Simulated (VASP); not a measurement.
Wanted: the native input for a VASP 6.6.1 run.

| Quantity | Value |
| --- | --- |
| Task | relaxation of cell and atoms |
| Functional | PBE |
| Potentials or basis | VASP PAW PBE potentials, release 64 (Be, H) |
| Cutoff | 600 eV |
| k mesh | 8 × 8 × 4 |
| Occupations | gaussian, width 0.1 eV |
| Spin | no spin polarisation |
| Dipole correction | no |
| Further INCAR settings | ALGO = Normal; EDIFF = 1e-06; IBRION = 2; EDIFFG = -0.04; NSW = 90; ISIF = 3 |

The structure of Be2H lies in POSCAR:

```
Be2H
1.0
    2.1762740800      0.0000000000      0.0000000000
    0.0000000000      2.1762740800      0.0000000000
    0.0000000000      0.0000000000      4.1579481900
Be H
2 1
Direct
    0.5000000000      0.5000000000      0.2700000100
    0.5000000000      0.5000000000      0.7299999900
    0.0000000000      0.0000000000      0.0000000000
```

These files were run (other wordings do the same):

INCAR

```
PREC = Accurate
ENCUT = 600
EDIFF = 1E-6
ISMEAR = 0
SIGMA = 0.1
LREAL = False
LASPH = True
NELM = 100
ALGO = Normal
ISIF = 3
LWAVE = False
LCHARG = False
GGA = PE
IBRION = 2
NSW = 90
EDIFFG = -0.04
```

KPOINTS

```
Automatic mesh
0
Gamma
  8 8 4
```

Potentials or basis: VASP PAW PBE potentials, release 64 (Be, H).

The run is started by

```console
$ cat potpaw_PBE.64/Be/POTCAR potpaw_PBE.64/H/POTCAR > POTCAR
$ mpirun -np 1 vasp_std > vasp.out
```

It gave:

| Property | Result |
| --- | --- |
| Relaxed volume | 7.67 Å³/atom |
| Relaxed cell | a = 2.367 Å, b = 2.367 Å, c = 4.109 Å, α = 90.00°, β = 90.00°, γ = 90.00° |
| Space group after relaxing (to 0.05 Å) | P4/mmm (No. 123) |
| Energy gained by relaxing | 80.6 meV/atom |
| Ionic steps | 13 |
| Pressure after relaxing | -0.4 GPa |
| Largest force after relaxing | 0.019 eV/Å |

Caveat: the k points lie up to 0.38 Å⁻¹ apart in the final cell; the volume moved by over 15 % at a fixed basis, so the end points are rough.

Wall time 33 s on 1 thread of AMD EPYC 7R43 64-Core Processor (Zen 3), on a shared host, peak memory 0.1 GiB.
